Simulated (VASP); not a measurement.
A run of VASP 6.6.1 is set up as follows.

INCAR

```
SYSTEM = Ir
ALGO = Normal
EDIFF = 1E-6
ENCUT = 520
GGA = PE
ISIF = 2
ISMEAR = -1
LASPH = .True.
LCHARG = .True.
LELF = .True.
LREAL = .False.
LVHAR = .True.
LWAVE = .False.
NBANDS = 16
NELM = 100
PREC = Accurate
SIGMA = 0.05
```

Contents of KPOINTS:

```
k-points
0
Gamma
  14 14 14
  0 0 0
```

File POSCAR:

```
Ir
1.0
    0.0000000000      2.7834179731      2.7834179731
    2.7834179731      0.0000000000      2.7834179731
    2.7834179731      2.7834179731      0.0000000000
Ir
2
Direct
    0.0000000000      0.0000000000      0.0000000000
    0.2500000000      0.2500000000      0.2500000000
```

Potentials or basis: VASP PAW PBE potentials, release 64 (Ir).

The run is started by

```bash
$ cat potpaw_PBE.64/Ir/POTCAR > POTCAR
$ mpirun -np 1 vasp_std > vasp.out
```

**Question.** Estimate the band gap on the k mesh.

**Answer.** Zero (band 9 reaches 6.19 eV, above the bottom of band 10 at 4.64 eV).

**Question.** What does it give for the pressure?

**Answer.** -0.3 GPa.

Caveat: spin-orbit coupling is left out, which moves the levels of the heavy elements.
